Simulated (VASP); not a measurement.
# Ir (P6_3/mmc) in VASP: further runs

Runs on Ir. Level: LDA. Tasks: single point.

All numbers are computed with VASP 6.6.1; they aren't measurements. Logs are shortened: lines on timing, memory, paths and dates and some standing lists are left out, and cuts for length are marked.

### 1 The cell of the first run

It takes space group P6_3/mmc (No. 194, hexagonal). Conventional cell: a = 2.895 Å, b = 2.895 Å, c = 4.240 Å, α = 90.00°, β = 90.00°, γ = 120.00°. Within 3.6 Å of Ir (site symmetry -6m2) lie 12 Ir at 2.70 to 2.89 Å.

This isn't the form of Ir at room conditions, which is fcc.

### 2 Single point, LDA

INCAR reads:

```
PREC = Accurate
ENCUT = 560
EDIFF = 1E-6
ISMEAR = 0
SIGMA = 0.15
LREAL = False
LASPH = True
NELM = 120
ALGO = Normal
ISIF = 2
LWAVE = False
LCHARG = True
GGA = CA
LELF = True
LVHAR = True
NBANDS = 24
GGA_COMPAT = False
```

KPOINTS reads:

```
Automatic mesh
0
Gamma
  18 18 10
```

POSCAR reads:

```
Ir
1.0
    2.8946000000      0.0000000000      0.0000000000
   -1.4473000000      2.5067971338      0.0000000000
    0.0000000000      0.0000000000      4.2400000000
Ir
2
Direct
    0.6666666667      0.3333333333      0.7500000000
    0.3333333333      0.6666666667      0.2500000000
```

Potentials or basis: VASP PAW LDA potentials, release 64 (Ir_sv_GW).

The run is started by

```console
$ cat potpaw_LDA.64/Ir_sv_GW/POTCAR > POTCAR
$ mpirun -np 1 vasp_std > vasp.out
```

OUTCAR:

```text
PREC = Accurate
   ENCUT = 560
   EDIFF = 1E-6
   ISMEAR = 0
   LREAL = False
   LASPH = True
   NELM = 120
   ISIF = 2
   GGA = CA

 ion  position               nearest neighbor table
   1  0.667  0.333  0.750-   2 2.70   2 2.70   2 2.70   2 2.70   2 2.70   2 2.70
   2  0.333  0.667  0.250-   1 2.70   1 2.70   1 2.70   1 2.70   1 2.70   1 2.70

  LATTYP: Found a hexagonal cell.
 ALAT       =     2.8946000000
 C/A-ratio  =     1.4647965177

  Lattice vectors:

 A1 = (   2.8946000000,   0.0000000000,   0.0000000000)
 A2 = (  -1.4473000000,   2.5067971338,   0.0000000000)
 A3 = (   0.0000000000,   0.0000000000,   4.2400000000)

Analysis of symmetry for initial positions (statically):
=====================================================================
 Subroutine PRICEL returns:
 Original cell was already a primitive cell.

 Routine SETGRP: Setting up the symmetry group for a
 hexagonal supercell.

 Subroutine GETGRP returns: Found 24 space group operations
 (whereof 12 operations were pure point group operations)
 out of a pool of 24 trial point group operations.

The static configuration has the point symmetry D_3d.
 The point group associated with its full space group is D_6h.

Analysis of symmetry for dynamics (positions and initial velocities):
=====================================================================
 Subroutine PRICEL returns:
 Original cell was already a primitive cell.

 Routine SETGRP: Setting up the symmetry group for a
 hexagonal supercell.

 Subroutine GETGRP returns: Found 24 space group operations
 (whereof 12 operations were pure point group operations)
 out of a pool of 24 trial point group operations.

The dynamic configuration has the point symmetry D_3d.
 The point group associated with its full space group is D_6h.

 Subroutine INISYM returns: Found 24 space group operations
 (whereof 12 operations are pure point group operations),
 and found     1 'primitive' translations

----------------------------------------------------------------------------------------

                                     Primitive cell

  volume of cell :      30.7662

  direct lattice vectors                    reciprocal lattice vectors
     2.894600000  0.000000000  0.000000000     0.345470877  0.199457704  0.000000000
    -1.447300000  2.506797134  0.000000000     0.000000000  0.398915407  0.000000000
     0.000000000  0.000000000  4.240000000     0.000000000  0.000000000  0.235849057

  length of vectors
     2.894600000  2.894600000  4.240000000     0.398915407  0.398915407  0.235849057

  position of ions in fractional coordinates (direct lattice)
     0.666666667  0.333333333  0.750000000
     0.333333333  0.666666667  0.250000000

  ion indices of the primitive-cell ions
   primitive index   ion index
                 1           1
                 2           2

----------------------------------------------------------------------------------------

 KPOINTS: Automatic mesh

Automatic generation of k-mesh.
 Grid dimensions read from file:
 generate k-points for:   18   18   10

 Generating k-lattice:

  Cartesian coordinates                     Fractional coordinates (reciprocal lattice)
     0.019192826  0.011080984  0.000000000     0.055555556 -0.000000000  0.000000000
     0.000000000  0.022161967  0.000000000     0.000000000  0.055555556  0.000000000
     0.000000000  0.000000000  0.023584906     0.000000000  0.000000000  0.100000000

  Length of vectors
     0.022161967  0.022161967  0.023584906

  Shift w.r.t. Gamma in fractional coordinates (k-lattice)
     0.000000000  0.000000000  0.000000000

 Subroutine IBZKPT returns following result:
 ===========================================

 Found    222 irreducible k-points:

 Following reciprocal coordinates:
            Coordinates               Weight
  0.000000  0.000000  0.000000      1.000000
  0.055556  0.000000  0.000000      6.000000
  0.111111  0.000000  0.000000      6.000000
  0.166667  0.000000  0.000000      6.000000
  0.222222  0.000000  0.000000      6.000000
  0.277778  0.000000  0.000000      6.000000
[... 16 lines left out ...]
  0.333333  0.111111  0.000000     12.000000
  0.388889  0.111111  0.000000     12.000000
 [... further k-points ...]
   k-points           NKPTS =    222   k-points in BZ     NKDIM =    222   number of bands    NBANDS=     24
   number of dos      NEDOS =    301   number of ions     NIONS =      2
   total plane-waves  NPLWV =  20736
   dimension x,y,z NGX =    24 NGY =   24 NGZ =   36
   dimension x,y,z NGXF=    48 NGYF=   48 NGZF=   72
   ions per type =               2
   NGX,Y,Z   is equivalent  to a cutoff of  13.78, 13.78, 14.12 a.u.
   NGXF,Y,Z  is equivalent  to a cutoff of  27.57, 27.57, 28.23 a.u.
 SYSTEM =  unknown system
   PREC   = accura    normal or accurate (medium, high low for compatibility)
   ISTART =      0    job   : 0-new  1-cont  2-samecut
   ICHARG =      2    charge: 1-file 2-atom 10-const
   ISPIN  =      1    spin polarized calculation?
   LNONCOLLINEAR =      F non collinear calculations
   LSORBIT =      F    spin-orbit coupling
   LASPH  =      T    aspherical Exc in radial PAW
   ENCUT  =  560.0 eV  41.16 Ry    6.42 a.u.   5.59  5.59  8.18*2*pi/ulx,y,z
   NELM   =    120;   NELMIN=  2; NELMDL= -5     # of ELM steps
   EDIFF  = 0.1E-05   stopping-criterion for ELM
   LREAL  =      F    real-space projection
   EDIFFG = 0.1E-04   stopping-criterion for IOM
   NSW    =      0    number of steps for IOM
   IBRION =     -1    ionic relax: 0-MD 1-quasi-New 2-CG
   NFREE  =      0    steps in history (QN), initial steepest desc. (CG)
   ISIF   =      2    stress and relaxation
   ISYM   =      2    0-nonsym 1-usesym 2-fastsym
   POTIM  = 0.5000    time-step for ionic-motion
   TEBEG  =    0.0;   TEEND  =   0.0 temperature during run
   PSTRESS=    0.0 pullay stress
   NELECT =      34.0000    total number of electrons
   NUPDOWN=      -1.0000    fix difference up-down
   EMIN   =  10.00;   EMAX   =-10.00  energy-range for DOS
   EFERMI =   0.00;   METHOD = LEGACY
   ISMEAR =     0;   SIGMA  =   0.15  broadening in eV -4-tet -1-fermi 0-gaus
   EFERMI_NEDOS =   21; number of points for ismear=-14 and -15
   IALGO  =     38    algorithm
   IMIX   =      4    mixing-type and parameters
     AMIX     =   0.40;   BMIX     =  1.00
     AMIX_MAG =   1.60;   BMIX_MAG =  1.00
  volume/ion in A,a.u.               =      15.38       103.81
  Fermi-wavevector in a.u.,A,eV,Ry     =   1.692557  3.198469 38.977273  2.864749
  Thomas-Fermi vector in A             =   2.774122
   LORBIT       =      0    0 simple, 1 ext, 2 COOP (PROOUT), +10 PAW based schemes
   GGA     = CA    functional components
   LHFCALC =     F    Hartree Fock is set to
   AEXX    =    0.0000 exact exchange contribution
   IVDW    =     0    specifies the selected vdW correction
   LEPSILON=     F    determine dielectric tensor
   LRPA    =     F    only Hartree local field effects (RPA)
 non-spin polarized calculation
 Gauss-broadening in eV      SIGMA  =   0.15
  energy-cutoff  :      560.00
  volume of cell :       30.77
 maximum number of plane-waves:       958
 NGX is ok and might be reduce to    24
   NGX = 11   NGY = 11   NGZ = 17

 number of electron      34.0000000 magnetization

 Free energy of the ion-electron system (eV)
  ---------------------------------------------------
  ext. energy  EPLUGINS =         0.00000000
  ---------------------------------------------------
  free energy    TOTEN  =       -21.22554142 eV

  energy without entropy =      -21.18748263  energy(sigma->0) =      -21.20651203

 E-fermi :  11.2287     XC(G=0): -14.2425

 val. band max:       11.2283714681   @ k =   0.2222   0.1111   0.4000
 cond. band min:      11.2318230983   @ k =   0.2778   0.1667   0.2000
 fundamental gap:      0.0034516302
 Fermi energy:        11.2287252586

 k-point     1 :       0.0000    0.0000    0.0000
  band No.  band energies     occupation
      1     -81.2017      2.00000
      2     -81.1293      2.00000
      3     -38.6855      2.00000
      4     -38.0850      2.00000
      5     -38.0850      2.00000
      6     -37.9340      2.00000
[... 16 lines left out ...]
     23      28.2817      0.00000
     24      28.4486      0.00000

 k-point     2 :       0.0556    0.0000    0.0000
  band No.  band energies     occupation
      1     -81.2007      2.00000
      2     -81.1291      2.00000
      3     -38.6788      2.00000
      4     -38.0938      2.00000
      5     -38.0888      2.00000
      6     -37.9439      2.00000
[... 16 lines left out ...]
     23      28.3739      0.00000
     24      28.5393      0.00000

 k-point     3 :       0.1111    0.0000    0.0000
  band No.  band energies     occupation
      1     -81.1975      2.00000
      2     -81.1292      2.00000
      3     -38.6607      2.00000
      4     -38.1196      2.00000
      5     -38.0995      2.00000
      6     -37.9718      2.00000
[... 16 lines left out ...]
     23      27.9901      0.00000
     24      28.5953      0.00000

 k-point     4 :       0.1667    0.0000    0.0000
  band No.  band energies     occupation
      1     -81.1927      2.00000
      2     -81.1295      2.00000
      3     -38.6319      2.00000
      4     -38.1591      2.00000
      5     -38.1158      2.00000
      6     -38.0145      2.00000
[... 16 lines left out ...]
     23      27.2007      0.00000
     24      27.3349      0.00000

 k-point     5 :       0.2222    0.0000    0.0000
  band No.  band energies     occupation
      1     -81.1870      2.00000
      2     -81.1296      2.00000
      3     -38.5936      2.00000
      4     -38.2073      2.00000
      5     -38.1350      2.00000
      6     -38.0665      2.00000
[... 16 lines left out ...]
     23      25.7830      0.00000
     24      27.4107      0.00000

 k-point     6 :       0.2778    0.0000    0.0000
  band No.  band energies     occupation
      1     -81.1800      2.00000
      2     -81.1304      2.00000
      3     -38.5481      2.00000
      4     -38.2591      2.00000
      5     -38.1551      2.00000
      6     -38.1204      2.00000
[... 16 lines left out ...]
     23      24.3886      0.00000
     24      26.5004      0.00000
[... 379 lines left out ...]
 k-point    21 :       0.2222    0.1111    0.0000
  band No.  band energies     occupation
      1     -81.1776      2.00000
      2     -81.1306      2.00000
      3     -38.5329      2.00000
      4     -38.2551      2.00000
      5     -38.2017      2.00000
      6     -38.0997      2.00000
[... 16 lines left out ...]
     23      22.8878      0.00000
     24      26.5898      0.00000

 k-point    22 :       0.2778    0.1111    0.0000
  band No.  band energies     occupation
      1     -81.1707      2.00000
      2     -81.1320      2.00000
      3     -38.4845      2.00000
      4     -38.3023      2.00000
      5     -38.2222      2.00000
      6     -38.1388      2.00000
[... 16 lines left out ...]
     23      21.6787      0.00000
     24      25.9500      0.00000

 k-point    23 :       0.3333    0.1111    0.0000
  band No.  band energies     occupation
      1     -81.1644      2.00000
      2     -81.1338      2.00000
      3     -38.4367      2.00000
      4     -38.3417      2.00000
      5     -38.2346      2.00000
      6     -38.1740      2.00000
[... 16 lines left out ...]
     23      21.0819      0.00000
     24      25.1544      0.00000

 k-point    24 :       0.3889    0.1111    0.0000
  band No.  band energies     occupation
      1     -81.1594      2.00000
      2     -81.1357      2.00000
      3     -38.3975      2.00000
      4     -38.3673      2.00000
      5     -38.2386      2.00000
      6     -38.2007      2.00000
[... 16 lines left out ...]
     23      22.0009      0.00000
     24      23.7537      0.00000

 [... further k-points ...]
[... 5 lines left out ...]
  --------------------------------------------------------------------------------------
  -------------------------------------------------------------------------------------
  Total       -6.6805383     -6.6805383     -2.7973015      0.0000000      0.0000000      0.0000000
  in kB     -347.8952022   -347.8952022   -145.6720604      0.0000000      0.0000000      0.0000000
  external PRESSURE =    -280.4874883 kB  Pullay stress =       0.0000000 kB

 VOLUME and BASIS-vectors are now :
 -----------------------------------------------------------------------------
  energy-cutoff  :      560.00
  volume of cell :       30.77
      direct lattice vectors                 reciprocal lattice vectors
     2.894600000  0.000000000  0.000000000     0.345470877  0.199457704  0.000000000
    -1.447300000  2.506797134  0.000000000     0.000000000  0.398915407  0.000000000
     0.000000000  0.000000000  4.240000000     0.000000000  0.000000000  0.235849057

 POSITION                                       TOTAL-FORCE (eV/Angst)
 -----------------------------------------------------------------------------------
      1.44730      0.83560      3.18000        -0.000000      0.000000      0.000000
     -0.00000      1.67120      1.06000         0.000000     -0.000000      0.000000
 -----------------------------------------------------------------------------------
    total drift:                               -0.000001      0.000000     -0.000000

  FREE ENERGIE OF THE ION-ELECTRON SYSTEM (eV)
  ---------------------------------------------------
  free  energy   TOTEN  =       -21.2255414235 eV

  energy  without entropy=      -21.1874826326  energy(sigma->0) =      -21.20651203
```

Run time: 2.7 min. Hardware: 1 thread of Intel Xeon Platinum 8375C at 2.90GHz (Ice Lake), shared host; peak memory 0.26 GiB.

What came out:

```yaml
Free_energy: -21.2255 eV
Pressure: -28.0 GPa
Band_gap_on_the_k_mesh: zero (bands 17 and 18 overlap by 2.45 eV)
```

Caveat: the stress differs along the axes, from -35 to -15 GPa; spin-orbit coupling is left out, which moves the levels of the heavy elements.

(Part 1 of 3 ends here.)
